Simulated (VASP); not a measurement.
**Pd: single point with PBEsol**

Pd:

```
Pd
1.0
     0.00000    1.93689    1.93689
     1.93689    0.00000    1.93689
     1.93689    1.93689    0.00000
Pd
1
Cartesian
  0.0000 0.0000 0.0000
```

```yaml
Program: VASP 6.6.1
Task: single point
Functional: PBEsol
Potentials_or_basis: VASP PAW PBE potentials, release 64 (Pd)
Cutoff: 520 eV
k_mesh: 12 × 12 × 12
Occupations: fermi-dirac, width 0.05 eV
Spin: no spin polarisation
Dipole_correction: no
Further_INCAR_settings: ALGO = Fast; EDIFF = 1e-06; NBANDS = 11
```

- Pressure: -0.4 GPa
- Band gap on the k mesh: zero (band 5 reaches 10.16 eV, above the bottom of band 6 at 8.54 eV)

Levels at points of the mesh, in eV from the Fermi level:
```
           k point  band 3  band 4  band 5  band 6  band 7  band 8
(0.00, 0.00, 0.00)   -2.90   -2.90   -1.23   -1.23   17.17   22.02
(0.50, 0.00, 0.00)   -2.95    0.00    0.00    0.92    7.41   16.53
(0.50, 0.50, 0.00)   -0.02    0.32    0.32    3.28   10.89   13.22
```

Wall time 15 s on 1 thread of Intel Xeon 8259CL, on a shared host, peak memory 0.13 GiB.

Caveat: the PAW data sets were made with another functional, which shifts forces and pressure a little.
